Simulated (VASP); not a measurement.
# BN (Cmcm) in VASP: further runs, part 2 of 2

VASP 6.6.1. Earlier steps stand in the parts before.

## (3) Single point, r2SCAN (strain +0.0400 x Voigt [1, -1, 0, 0, 0, 0])

Contents of POSCAR:

```
BN
1.0
    2.6041513725      0.0000000000      0.0000000000
   -1.3020756863      2.0817796097      0.0000000000
    0.0000000000      0.0000000000      6.6612000000
B N
2 2
Direct
    0.3333333333      0.6666666667      0.2500000000
    0.6666666667      0.3333333333      0.7500000000
    0.3333333333      0.6666666667      0.7500000000
    0.6666666667      0.3333333333      0.2500000000
```

Contents of INCAR.step1:

```
SYSTEM = BN
  ALGO = Normal
  EDIFF = 1E-4
  ENCUT = 520
  GGA = PE
  ISMEAR = 0
  LASPH = .TRUE.
  LCHARG = .FALSE.
  LREAL = .FALSE.
  LWAVE = .TRUE.
  NBANDS = 16
  NELM = 100
  PREC = Accurate
  SIGMA = 0.05
```

Contents of INCAR.step2:

```
SYSTEM = BN
  ALGO = Normal
  EDIFF = 1E-6
  ENCUT = 520
  ISIF = 2
  ISMEAR = 0
  ISTART = 1
  LASPH = .TRUE.
  LCHARG = .TRUE.
  LELF = .TRUE.
  LMIXTAU = .TRUE.
  LREAL = .FALSE.
  LVHAR = .TRUE.
  LWAVE = .FALSE.
  METAGGA = R2SCAN
  NBANDS = 16
  NELM = 100
  PREC = Accurate
  SIGMA = 0.05
```

Contents of KPOINTS:

```
k-points
0
G
  12 12 4
  0 0 0
```

Potentials or basis: VASP PAW PBE potentials, release 64 (B, N).

Run with:

```console
$ cat potpaw_PBE.64/B/POTCAR potpaw_PBE.64/N/POTCAR > POTCAR
$ cp INCAR.step1 INCAR
$ mpirun -np 1 vasp_std > vasp.out
$ cp INCAR.step2 INCAR
$ mpirun -np 1 vasp_std > vasp.out
```

OUTCAR:

```text
SYSTEM = BN
   EDIFF = 1E-6
   ENCUT = 520
   ISIF = 2
   ISMEAR = 0
   ISTART = 1
   LASPH = .TRUE.
   LREAL = .FALSE.
   METAGGA = R2SCAN
   NELM = 100
   PREC = Accurate

 ion  position               nearest neighbor table
   1  0.333  0.667  0.250-   4 1.39   4 1.48   4 1.48
   2  0.667  0.333  0.750-   3 1.39   3 1.48   3 1.48
   3  0.333  0.667  0.750-   2 1.39   2 1.48   2 1.48
   4  0.667  0.333  0.250-   1 1.39   1 1.48   1 1.48

  Warning from LATTYP: Monoclinic adjustment (A1->A3, A2->A1, A3->A2)!
  LATTYP: Found a base centered orthorhombic cell.
 ALAT       =     2.6041513725
 B/A-ratio  =     1.5988161300
 C/A-ratio  =     2.5579158225

  Lattice vectors:

 A1 = (   1.3020756863,  -2.0817796097,   0.0000000000)
 A2 = (   1.3020756862,   2.0817796097,   0.0000000000)
 A3 = (   0.0000000000,   0.0000000000,   6.6612000000)

Analysis of symmetry for initial positions (statically):
=====================================================================
 Subroutine PRICEL returns:
 Original cell was already a primitive cell.

 Routine SETGRP: Setting up the symmetry group for a
 base centered orthorhombic supercell.

 Subroutine GETGRP returns: Found  8 space group operations
 (whereof  4 operations were pure point group operations)
 out of a pool of  8 trial point group operations.

The static configuration has the point symmetry C_2h.
 The point group associated with its full space group is D_2h.

Analysis of symmetry for dynamics (positions and initial velocities):
=====================================================================
 Subroutine PRICEL returns:
 Original cell was already a primitive cell.

 Routine SETGRP: Setting up the symmetry group for a
 base centered orthorhombic supercell.

 Subroutine GETGRP returns: Found  8 space group operations
 (whereof  4 operations were pure point group operations)
 out of a pool of  8 trial point group operations.

[... 124 lines left out ...]
     AMIX     =   0.40;   BMIX     =  1.00
     AMIX_MAG =   1.60;   BMIX_MAG =  1.00
  volume/ion in A,a.u.               =       9.03        60.92
  Fermi-wavevector in a.u.,A,eV,Ry     =   1.248045  2.358464 21.192666  1.557617
  Thomas-Fermi vector in A             =   2.382150
   LORBIT       =      0    0 simple, 1 ext, 2 COOP (PROOUT), +10 PAW based schemes
   METAGGA = R2SCAN    functional components
   LHFCALC =     F    Hartree Fock is set to
   AEXX    =    0.0000 exact exchange contribution
   IVDW    =     0    specifies the selected vdW correction
   LEPSILON=     F    determine dielectric tensor
   LRPA    =     F    only Hartree local field effects (RPA)
 non-spin polarized calculation
 Gauss-broadening in eV      SIGMA  =   0.05
  energy-cutoff  :      520.00
  volume of cell :       36.11
 maximum number of plane-waves:       990
   NGX =  9   NGY =  9   NGZ = 25

 number of electron      16.0000000 magnetization

 Free energy of the ion-electron system (eV)
  ---------------------------------------------------
  ext. energy  EPLUGINS =         0.00000000
  ---------------------------------------------------
  free energy    TOTEN  =       -38.31345386 eV

  energy without entropy =      -38.31345386  energy(sigma->0) =      -38.31345386

 E-fermi :   2.3366     XC(G=0): -10.7220

 val. band max:        2.1076500235   @ k =   0.2500   0.3333   0.0000
 cond. band min:       6.7062968601   @ k =   0.5000  -0.0000   0.0000
 fundamental gap:      4.5986468366
 Fermi energy:         2.3365871944

 k-point     1 :       0.0000    0.0000    0.0000
  band No.  band energies     occupation
      1     -16.8150      2.00000
      2     -16.5321      2.00000
      3      -4.3772      2.00000
      4      -2.2242      2.00000
      5       0.5617      2.00000
      6       0.6031      2.00000
[... 433 lines left out ...]
      3      -7.0029      2.00000
      4      -6.9020      2.00000
      5      -3.3672      2.00000
      6      -3.2877      2.00000
[... 8 lines left out ...]
     15      17.9208      0.00000
     16      21.0305      0.00000

 [... further k-points ...]

------------------------ aborting loop because EDIFF is reached ----------------------------------------

  FORCE on cell =-STRESS in cart. coord.  units (eV):
  Direction    XX          YY          ZZ          XY          YZ          ZX
  --------------------------------------------------------------------------------------
  -------------------------------------------------------------------------------------
  Total       -6.4376209      7.5422954      0.1264900     -0.0000000     -0.0000000      0.0000000
  in kB     -285.6159990    334.6267616      5.6119458     -0.0000000     -0.0000000      0.0000000
  external PRESSURE =      18.2075695 kB  Pullay stress =       0.0000000 kB

 VOLUME and BASIS-vectors are now :
 -----------------------------------------------------------------------------
  energy-cutoff  :      520.00
  volume of cell :       36.11
      direct lattice vectors                 reciprocal lattice vectors
     2.604151373  0.000000000  0.000000000     0.384002255  0.240179123  0.000000000
    -1.302075686  2.081779610  0.000000000     0.000000000  0.480358245  0.000000000
     0.000000000  0.000000000  6.661200000     0.000000000  0.000000000  0.150123101

 POSITION                                       TOTAL-FORCE (eV/Angst)
 -----------------------------------------------------------------------------------
     -0.00000      1.38785      1.66530         0.000000     -1.168565      0.000000
      1.30208      0.69393      4.99590        -0.000000      1.168565     -0.000000
     -0.00000      1.38785      4.99590         0.000000     -1.184919      0.000000
      1.30208      0.69393      1.66530        -0.000000      1.184919      0.000000
 -----------------------------------------------------------------------------------
    total drift:                               -0.000000      0.000000     -0.000000

  FREE ENERGIE OF THE ION-ELECTRON SYSTEM (eV)
  ---------------------------------------------------
  free  energy   TOTEN  =       -38.3134538603 eV

  energy  without entropy=      -38.3134538603  energy(sigma->0) =      -38.31345386
```

OSZICAR.step1:

```text
N       E                     dE             d eps       ncg     rms          rms(c)
DAV:   1     0.493080080755E+02    0.49308E+02   -0.79555E+03  4136   0.923E+02
DAV:   2    -0.352647554168E+02   -0.84573E+02   -0.76731E+02  5712   0.222E+02
DAV:   3    -0.385176834531E+02   -0.32529E+01   -0.32406E+01  5352   0.430E+01
DAV:   4    -0.385386725240E+02   -0.20989E-01   -0.20985E-01  5264   0.381E+00
DAV:   5    -0.385388699284E+02   -0.19740E-03   -0.19740E-03  5264   0.351E-01    0.114E+01
DAV:   6    -0.352504874160E+02    0.32884E+01   -0.52717E+00  5400   0.177E+01    0.511E+00
DAV:   7    -0.349600196614E+02    0.29047E+00   -0.59541E-01  5584   0.567E+00    0.318E+00
DAV:   8    -0.348841530470E+02    0.75867E-01   -0.22939E-01  5448   0.327E+00    0.456E-01
DAV:   9    -0.348800655222E+02    0.40875E-02   -0.15986E-02  4584   0.105E+00    0.209E-01
DAV:  10    -0.348809411136E+02   -0.87559E-03   -0.13314E-03  4880   0.285E-01    0.449E-02
DAV:  11    -0.348810606073E+02   -0.11949E-03   -0.11553E-04  4320   0.890E-02    0.267E-02
DAV:  12    -0.348810902430E+02   -0.29636E-04   -0.35246E-05  3440   0.496E-02
   1 F= -.34881090E+02 E0= -.34881090E+02  d E =-.780150E-14
```

It took 4.7 min on 1 thread of AMD EPYC 7R43 (Zen 3), shared host; peak memory 0.16 GiB.

What came out:

```
Free energy            : -38.3135 eV
Pressure               : 1.8 GPa
Largest force          : 1.185 eV/Å
Band gap on the k mesh : 4.60 eV (least direct gap 5.32 eV)
```

Forces in eV/Å, atoms in the order of the input:
```
B    0.000 -1.169  0.000
B    0.000  1.169  0.000
N    0.000 -1.185  0.000
N    0.000  1.185  0.000
```

Caveat: the cell differs from its parent crystal (strain +0.0400 x Voigt [1, -1, 0, 0, 0, 0]); the stress differs along the axes, from -29 to 33 GPa; the PAW data sets were made with another functional, which shifts forces and pressure a little. A k mesh can miss the band edges.
